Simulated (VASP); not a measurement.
# Ir (Im-3m) in VASP: further runs

Runs on Ir. Level: PBE. Tasks: relaxation of cell and atoms.

All numbers are computed with VASP 6.6.1; they aren't measurements. Logs are shortened: lines on timing, memory, paths and dates and some standing lists are left out, and cuts for length are marked.

### 1 The cell of the first run

Symmetry: Im-3m, No. 229, cubic system. Conventional cell: a = 3.073 Å, b = 3.073 Å, c = 3.073 Å, α = 90.00°, β = 90.00°, γ = 90.00°. Ir (site symmetry m-3m) has 14 Ir at 2.66 to 3.07 Å within 3.5 Å.

This isn't the form of Ir at room conditions, which is fcc.

### 2 Relaxation of cell and atoms, PBE

Contents of INCAR:

```
SYSTEM = Ir
ALGO = Normal
EDIFF = 1E-6
EDIFFG = -0.005
ENCUT = 600
GGA = PE
IBRION = 2
ISIF = 3
ISMEAR = -1
LASPH = .True.
LCHARG = .False.
LREAL = .False.
LWAVE = .False.
NELM = 100
NSW = 60
PREC = Accurate
SIGMA = 0.05
```

Contents of KPOINTS:

```
k-points
0
Gamma
  19 19 19
  0 0 0
```

Contents of POSCAR:

```
Ir
1.0
   -1.5364055710      1.5364055710      1.5364055710
    1.5364055710     -1.5364055710      1.5364055710
    1.5364055710      1.5364055710     -1.5364055710
Ir
1
Direct
    0.0000000000      0.0000000000      0.0000000000
```

Potentials or basis: VASP PAW PBE potentials, release 64 (Ir).

The run is started by

```sh
$ cat potpaw_PBE.64/Ir/POTCAR > POTCAR
$ mpirun -np 1 vasp_std > vasp.out
```

OUTCAR:

```text
SYSTEM = Ir
   EDIFF = 1E-6
   EDIFFG = -0.005
   ENCUT = 600
   GGA = PE
   IBRION = 2
   ISIF = 3
   ISMEAR = -1
   LASPH = .True.
   LREAL = .False.
   NELM = 100
   NSW = 60
   PREC = Accurate

 ion  position               nearest neighbor table
   1  0.000  0.000  0.000-

  LATTYP: Found a body centered cubic cell.
 ALAT       =     3.0728111420

  Lattice vectors:

 A1 = (  -1.5364055710,   1.5364055710,   1.5364055710)
 A2 = (   1.5364055710,  -1.5364055710,   1.5364055710)
 A3 = (   1.5364055710,   1.5364055710,  -1.5364055710)

Analysis of symmetry for initial positions (statically):
=====================================================================
 Subroutine PRICEL returns:
 Original cell was already a primitive cell.

 Routine SETGRP: Setting up the symmetry group for a
 body centered cubic supercell.

 Subroutine GETGRP returns: Found 48 space group operations
 (whereof 48 operations were pure point group operations)
 out of a pool of 48 trial point group operations.

The static configuration has the point symmetry O_h .

Analysis of symmetry for dynamics (positions and initial velocities):
=====================================================================
 Subroutine PRICEL returns:
 Original cell was already a primitive cell.

 Routine SETGRP: Setting up the symmetry group for a
 body centered cubic supercell.

 Subroutine GETGRP returns: Found 48 space group operations
 (whereof 48 operations were pure point group operations)
 out of a pool of 48 trial point group operations.

The dynamic configuration has the point symmetry O_h .

 Subroutine INISYM returns: Found 48 space group operations
 (whereof 48 operations are pure point group operations),
 and found     1 'primitive' translations

----------------------------------------------------------------------------------------

                                     Primitive cell

  volume of cell :      14.5070

  direct lattice vectors                    reciprocal lattice vectors
    -1.536405571  1.536405571  1.536405571     0.000000000  0.325434904  0.325434904
     1.536405571 -1.536405571  1.536405571     0.325434904  0.000000000  0.325434904
     1.536405571  1.536405571 -1.536405571     0.325434904  0.325434904  0.000000000

  length of vectors
     2.661132510  2.661132510  2.661132510     0.460234455  0.460234455  0.460234455

[... 106 lines left out ...]
   IVDW    =     0    specifies the selected vdW correction
   LEPSILON=     F    determine dielectric tensor
   LRPA    =     F    only Hartree local field effects (RPA)
 conjugate gradient relaxation of ions
 non-spin polarized calculation
  energy-cutoff  :      600.00
  volume of cell :       14.51
 maximum number of plane-waves:       493
 NGX is ok and might be reduce to    24
   NGX = 11   NGY = 11   NGZ = 11

--------------------------------------- Ionic step        1  -------------------------------------------

 number of electron       9.0000001 magnetization

 Free energy of the ion-electron system (eV)
  ---------------------------------------------------
  ext. energy  EPLUGINS =         0.00000000
  ---------------------------------------------------
  free energy    TOTEN  =        -8.20396634 eV

  energy without entropy =       -8.18126508  energy(sigma->0) =       -8.19261571

------------------------ aborting loop because EDIFF is reached ----------------------------------------

  FORCE on cell =-STRESS in cart. coord.  units (eV):
  Direction    XX          YY          ZZ          XY          YZ          ZX
  --------------------------------------------------------------------------------------
  -------------------------------------------------------------------------------------
  Total        1.1722707      1.1722707      1.1722707     -0.0000000     -0.0000000      0.0000000
  in kB      129.4675305    129.4675305    129.4675305     -0.0000000     -0.0000000      0.0000000
  external PRESSURE =     129.4675305 kB  Pullay stress =       0.0000000 kB
[... 86 lines left out ...]
  FREE ENERGIE OF THE ION-ELECTRON SYSTEM (eV)
  ---------------------------------------------------
  free  energy   TOTEN  =        -8.2256999606 eV

  energy  without entropy=       -8.2016708378  energy(sigma->0) =       -8.21368540

[... ionic steps 4 to 13 ...]

--------------------------------------- Ionic step       14  -------------------------------------------

 number of electron       9.0000000 magnetization

------------------------ aborting loop because EDIFF is reached ----------------------------------------
[... 65 lines left out ...]
--------------------------------------- Ionic step       16  -------------------------------------------

 number of electron       9.0000000 magnetization

 Free energy of the ion-electron system (eV)
  ---------------------------------------------------
  ext. energy  EPLUGINS =         0.00000000
  ---------------------------------------------------
  free energy    TOTEN  =        -8.22577075 eV

  energy without entropy =       -8.20181510  energy(sigma->0) =       -8.21379293

 E-fermi :   9.1068     XC(G=0): -13.5962

 val. band max:        9.1067415178   @ k =  -0.1579   0.2632   0.0526
 cond. band min:       9.1068003490   @ k =   0.3158   0.2632   0.1053
 fundamental gap:      0.0000588312
 Fermi energy:         9.1067702094

 k-point     1 :       0.0000    0.0000    0.0000
  band No.  band energies     occupation
      1      -1.0970      2.00000
      2       5.7290      2.00000
      3       5.7290      2.00000
      4       5.7290      2.00000
      5       8.6204      1.99988
      6       8.6204      1.99988
      7      26.0553      0.00000
      8      26.0553      0.00000
[... 243 lines left out ...]
 k-point    24 :       0.3158    0.1053    0.0000
  band No.  band energies     occupation
      1       2.3372      2.00000
      2       4.3185      2.00000
      3       6.2548      2.00000
      4       8.2905      2.00000
      5       9.1067      1.00077
      6      10.7341      0.00000
      7      19.7072      0.00000
      8      23.3673      0.00000

 [... further k-points ...]

------------------------ aborting loop because EDIFF is reached ----------------------------------------

  FORCE on cell =-STRESS in cart. coord.  units (eV):
  Direction    XX          YY          ZZ          XY          YZ          ZX
  --------------------------------------------------------------------------------------
  -------------------------------------------------------------------------------------
  Total        0.0010171      0.0010171      0.0010171     -0.0000000     -0.0000000      0.0000000
  in kB        0.1081389      0.1081389      0.1081389     -0.0000000     -0.0000000      0.0000000
  external PRESSURE =       0.1081389 kB  Pullay stress =       0.0000000 kB
[... 16 lines left out ...]
  FREE ENERGIE OF THE ION-ELECTRON SYSTEM (eV)
  ---------------------------------------------------
  free  energy   TOTEN  =        -8.2257707545 eV

  energy  without entropy=       -8.2018150971  energy(sigma->0) =       -8.21379293

 reached required accuracy - stopping structural energy minimisation
```

OSZICAR:

```text
N       E                     dE             d eps       ncg     rms          rms(c)
DAV:   1     0.488118235896E+02    0.48812E+02   -0.48687E+03  3536   0.115E+03
DAV:   2    -0.793539172311E+01   -0.56747E+02   -0.55544E+02  3584   0.215E+02
DAV:   3    -0.865341018638E+01   -0.71802E+00   -0.71518E+00  4840   0.331E+01
DAV:   4    -0.865849609275E+01   -0.50859E-02   -0.50793E-02  4176   0.208E+00
[... 78 lines left out ...]
DAV:   2    -0.822577023940E+01    0.64361E-06   -0.14976E-06  1792   0.168E-02
  15 F= -.82257702E+01 E0= -.82137959E+01  d E =-.199407E-05
       N       E                     dE             d eps       ncg     rms          rms(c)
DAV:   1    -0.822577350336E+01   -0.26204E-05   -0.83500E-05  3520   0.153E-01    0.133E-02
DAV:   2    -0.822577109233E+01    0.24110E-05   -0.62665E-06  3584   0.337E-02    0.530E-03
DAV:   3    -0.822577075448E+01    0.33784E-06   -0.94481E-07  1760   0.120E-02
  16 F= -.82257708E+01 E0= -.82137929E+01  d E =-.250916E-05
```

Run time: 3.4 min. Hardware: 1 thread of Intel Xeon 8259CL, shared host; peak memory 0.18 GiB.

Results:

| Quantity | Value |
| --- | --- |
| Free energy | -8.2258 eV |
| Relaxed volume | 15.07 Å³/atom |
| Relaxed cell | a = 2.695 Å, b = 2.695 Å, c = 2.695 Å, α = 109.47°, β = 109.47°, γ = 109.47° |
| Space group after relaxing (to 0.1 Å) | Im-3m (No. 229) |
| Energy gained by relaxing | 21.8 meV/atom |
| Ionic steps | 16 |
| Pressure after relaxing | 0.0 GPa |
| Band gap on the k mesh | zero (an odd number of electrons rules out a gap without spin polarisation) |

Step by step:
```
step  energy change (eV)  largest force (eV/Å)  pressure (GPa)  volume (Å³)
   1              0.0000                0.0000           12.95        14.51
   2              0.1831                0.0000          -28.19        17.11
   3             -0.0217                0.0000           -0.64        15.10
   4             -0.0218                0.0000           -0.06        15.07
   5             -0.0218                0.0000            0.17        15.06
   6             -0.0218                0.0000            0.17        15.06
   7             -0.0218                0.0000            0.17        15.06
   8             -0.0218                0.0000            0.15        15.06
   9             -0.0218                0.0000            0.14        15.06
  10             -0.0218                0.0000            0.14        15.06
  11             -0.0218                0.0000            0.14        15.06
  12             -0.0218                0.0000            0.14        15.06
  13             -0.0218                0.0000            0.14        15.06
  14             -0.0218                0.0000            0.13        15.06
  15             -0.0218                0.0000            0.11        15.07
  16             -0.0218                0.0000            0.01        15.07
```

Final structure:
```xyz
1
Lattice="-1.5560 1.5560 1.5560 1.5560 -1.5560 1.5560 1.5560 1.5560 -1.5560" Properties=species:S:1:pos:R:3 pbc="T T T"
Ir    0.0000    3.1120    0.0000
```

Levels at points of the mesh, in eV from the Fermi level:
```csv
k point,band 2,band 3,band 4,band 5,band 6,band 7
"(0.00, 0.00, 0.00)",-3.38,-3.38,-3.38,-0.49,-0.49,16.95
```

Caveat: spin-orbit coupling is left out, which moves the levels of the heavy elements.

### 3 Relaxation of cell and atoms, PBE

This run uses another cell than the first one, of 15.04 Å³/atom.

Contents of INCAR:

```
PREC = Accurate ; ENCUT = 600
EDIFF = 1E-6 ; ISMEAR = -1
SIGMA = 0.05 ; LREAL = F
LASPH = T ; NELM = 100
ALGO = Normal ; ISIF = 3
LWAVE = F ; LCHARG = F
GGA = PE ; IBRION = 2
NSW = 45 ; EDIFFG = -0.005
```

Contents of KPOINTS:

```
regular mesh
0
Gamma
  19 19 19
```

Contents of POSCAR:

```
Ir
1.0
   -1.5551588361      1.5551588361      1.5551588361
    1.5551588361     -1.5551588361      1.5551588361
    1.5551588361      1.5551588361     -1.5551588361
Ir
1
Direct
    0.0000000000      0.0000000000      0.0000000000
```

Potentials or basis: VASP PAW PBE potentials, release 64 (Ir).

The run is started by

```sh
$ cat potpaw_PBE.64/Ir/POTCAR > POTCAR
$ mpirun -np 1 vasp_std > vasp.out
```

Run time: 73 s. Hardware: 1 thread of Intel Xeon 8259CL, shared host; peak memory 0.18 GiB.

Results (log left out):

| Quantity | Value |
| --- | --- |
| Free energy | -8.2258 eV |
| Relaxed volume | 15.07 Å³/atom |
| Relaxed cell | a = 2.695 Å, b = 2.695 Å, c = 2.695 Å, α = 109.47°, β = 109.47°, γ = 109.47° |
| Space group after relaxing (to 0.1 Å) | Im-3m (No. 229) |
| Energy gained by relaxing | 0.0 meV/atom |
| Ionic steps | 3 |
| Pressure after relaxing | 0.0 GPa |
| Band gap on the k mesh | zero (an odd number of electrons rules out a gap without spin polarisation) |

Final structure:
```
CELL_PARAMETERS angstrom
-1.55599 1.55599 1.55599
1.55599 -1.55599 1.55599
1.55599 1.55599 -1.55599
ATOMIC_POSITIONS crystal
Ir 0.00000 0.00000 0.00000
```

Levels at points of the mesh, in eV from the Fermi level:
```
           k point  band 1  band 2  band 3  band 4  band 5  band 6  band 7  band 8
(0.00, 0.00, 0.00)  -10.20   -3.38   -3.38   -3.38   -0.49   -0.49   16.95   16.95
```

Caveat: spin-orbit coupling is left out, which moves the levels of the heavy elements.
